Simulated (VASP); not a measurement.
# Cu (P1) in VASP: further runs, part 2 of 2

VASP 6.6.1. The steps go on from the part before.

## (4) Single point, LDA

File INCAR:

```
PREC = Accurate
ENCUT = 820
EDIFF = 1E-6
ISMEAR = -1
SIGMA = 0.1
LREAL = False
LASPH = True
NELM = 120
ALGO = Normal
ISIF = 2
LWAVE = False
LCHARG = False
GGA = CA
NBANDS = 46
GGA_COMPAT = False
```

File KPOINTS:

```
Automatic mesh
0
Gamma
  7 7 2
```

File POSCAR:

```
Cu
1.0
    2.5307600000      0.0000000000      0.0000000000
   -1.2653800000      2.1917100000      0.0000000000
    0.0000000000      0.0000000000      8.2618200000
Cu
4
Direct
    0.9925800000      0.9985900000      0.9998000000
    0.3176777885      0.6569400000      0.2506100000
    0.0082400000      0.0061200000      0.5010500000
    0.6724400000      0.3369600000      0.7519600000
```

Potentials or basis: VASP PAW LDA potentials, release 64 (Cu_sv_GW).

Launch:

```bash
$ cat potpaw_LDA.64/Cu_sv_GW/POTCAR > POTCAR
$ mpirun -np 1 vasp_std > vasp.out
```

OUTCAR:

```text
PREC = Accurate
   ENCUT = 820
   EDIFF = 1E-6
   ISMEAR = -1
   LREAL = False
   LASPH = True
   NELM = 120
   ISIF = 2
   GGA = CA

 ion  position               nearest neighbor table
   1  0.993  0.999  1.000-   4 2.51   4 2.51   2 2.53   4 2.53   2 2.54   2 2.55
   2  0.318  0.657  0.251-   3 2.51   3 2.52   1 2.53   1 2.54   1 2.55   3 2.56
   3  0.008  0.006  0.501-   2 2.51   2 2.52   4 2.53   4 2.54   4 2.54   2 2.56
   4  0.672  0.337  0.752-   1 2.51   1 2.51   1 2.53   3 2.53   3 2.54   3 2.54

  LATTYP: Found a hexagonal cell.
[... 1375 lines left out ...]
  --------------------------------------------------------------------------------------
  -------------------------------------------------------------------------------------
  Total       -2.9512374     -2.8180059     -2.8491882     -0.0874949      0.0014826      0.0075853
  in kB     -103.1822398    -98.5241510    -99.6143574     -3.0590281      0.0518366      0.2652013
  external PRESSURE =    -100.4402494 kB  Pullay stress =       0.0000000 kB

 VOLUME and BASIS-vectors are now :
 -----------------------------------------------------------------------------
  energy-cutoff  :      820.00
  volume of cell :       45.83
      direct lattice vectors                 reciprocal lattice vectors
     2.530760000  0.000000000  0.000000000     0.395138219  0.228132372  0.000000000
    -1.265380000  2.191710000  0.000000000     0.000000000  0.456264743  0.000000000
     0.000000000  0.000000000  8.261820000     0.000000000  0.000000000  0.121038706

 POSITION                                       TOTAL-FORCE (eV/Angst)
 -----------------------------------------------------------------------------------
      1.24839      2.18862      8.26017         0.012229     -0.006771      0.091671
     -0.02731      1.43982      2.07049         0.031360      0.037145     -0.005962
      0.01311      0.01341      4.13958        -0.028090     -0.029103      0.008578
      1.27540      0.73852      6.21256        -0.015499     -0.001271     -0.094286
 -----------------------------------------------------------------------------------
    total drift:                               -0.000749     -0.000831     -0.002108

  FREE ENERGIE OF THE ION-ELECTRON SYSTEM (eV)
  ---------------------------------------------------
  free  energy   TOTEN  =       -19.4519363728 eV

  energy  without entropy=      -19.4204378248  energy(sigma->0) =      -19.43618710
```

OSZICAR:

```text
N       E                     dE             d eps       ncg     rms          rms(c)
DAV:   1     0.242556508746E+04    0.24256E+04   -0.53133E+04  6586   0.753E+03
DAV:   2     0.482132948129E+03   -0.19434E+04   -0.18860E+04  6122   0.170E+03
DAV:   3     0.228102085626E+02   -0.45932E+03   -0.42445E+03  8088   0.114E+03
DAV:   4    -0.184553408180E+02   -0.41266E+02   -0.39080E+02  8090   0.481E+02
DAV:   5    -0.230245921641E+02   -0.45693E+01   -0.45296E+01  8968   0.166E+02    0.168E+01
DAV:   6    -0.217755739414E+02    0.12490E+01   -0.43842E+01  7600   0.284E+02    0.111E+01
DAV:   7    -0.194650320824E+02    0.23105E+01   -0.12203E+01  6888   0.161E+02    0.330E+00
DAV:   8    -0.194602824201E+02    0.47497E-02   -0.55471E-01  8408   0.214E+01    0.811E-01
DAV:   9    -0.194519769773E+02    0.83054E-02   -0.67976E-02  8080   0.141E+01    0.243E-01
DAV:  10    -0.194518811559E+02    0.95821E-04   -0.10301E-02  7680   0.668E+00    0.123E-01
DAV:  11    -0.194519825135E+02   -0.10136E-03   -0.16638E-03  8944   0.142E+00    0.646E-02
DAV:  12    -0.194519450274E+02    0.37486E-04   -0.18516E-04  7576   0.946E-01    0.325E-02
DAV:  13    -0.194519384583E+02    0.65691E-05   -0.55405E-05  8752   0.405E-01    0.162E-02
DAV:  14    -0.194519361863E+02    0.22720E-05   -0.17540E-05  7992   0.223E-01    0.232E-03
DAV:  15    -0.194519363728E+02   -0.18651E-06   -0.21663E-06  4048   0.499E-02
   1 F= -.19451936E+02 E0= -.19436187E+02  d E =-.314985E-01
```

stdout:

```text
POSCAR found type information on POSCAR Cu
 POSCAR found :  1 types and       4 ions
 scaLAPACK will be used
 LDA part: xc-table for (Slater(with rela. corr.)+CA(PZ))
 , standard interpolation
 POSCAR, INCAR and KPOINTS ok, starting setup
 FFT: planning ... GRIDC
 FFT: planning ... GRID_SOFT
 FFT: planning ... GRID
 WAVECAR not read
 entering main loop
```

It took 4 min on 1 thread of Intel Xeon Platinum 8259CL at 2.50GHz (Skylake/Cascade Lake), shared host; peak memory 0.29 GiB.

Results:

| Quantity | Value |
| --- | --- |
| Free energy | -19.4519 eV |
| Pressure | -10.0 GPa |
| Largest force | 0.096 eV/Å |
| Band gap on the k mesh | zero (bands 38 and 39 overlap by 4.26 eV) |

Forces on the atoms (eV/Å):
```
Cu   0.012 -0.007  0.092
Cu   0.031  0.037 -0.006
Cu  -0.028 -0.029  0.009
Cu  -0.015 -0.001 -0.094
```

Stress tensor (GPa, compression positive):
```
-10.32  -0.31   0.03
 -0.31  -9.85   0.01
  0.03   0.01  -9.96
```

Levels at points of the mesh, in eV from the Fermi level:
```csv
k point,band 35,band 36,band 37,band 38,band 39,band 40,band 41,band 42
"(0.00, 0.00, 0.00)",-2.14,-1.96,-1.95,-1.68,-1.64,-1.07,3.92,12.68
"(0.00, 0.00, 0.50)",-2.26,-2.23,-1.81,-1.79,-1.78,-1.76,7.05,7.12
```

Caveat: the k points lie up to 0.41 Å⁻¹ apart, too coarse for converged energies and pressures of a metal.

## (5) Summary

| cell | gap on the mesh (eV) | pressure (GPa) | largest force (eV/Å) |
| --- | --- | --- | --- |
| a = 2.531, b = 2.531, c = 8.262 Å, angles 90.0, 90.0, 120.0°, 4 atoms, atomic positions A | none | -10.1 | 0.10 |
| a = 2.535, b = 2.535, c = 8.276 Å, angles 90.0, 90.0, 120.0°, 4 atoms, atomic positions B | none | -10.6 | 0.10 |
| a = 2.531, b = 2.531, c = 8.262 Å, angles 90.0, 90.0, 120.0°, 4 atoms, atomic positions C | none | -10.0 | 0.10 |

Alike in all rows: task single point; level LDA; potentials or basis VASP PAW LDA potentials, release 64 (Cu_sv_GW); no spin polarisation; k mesh 7 × 7 × 2; cutoff (eV) 820; smearing fermi-dirac 0.1 eV.

Caveats: all runs use coarse meshes.

Absolute energies hang on the potentials; compare differences alone.
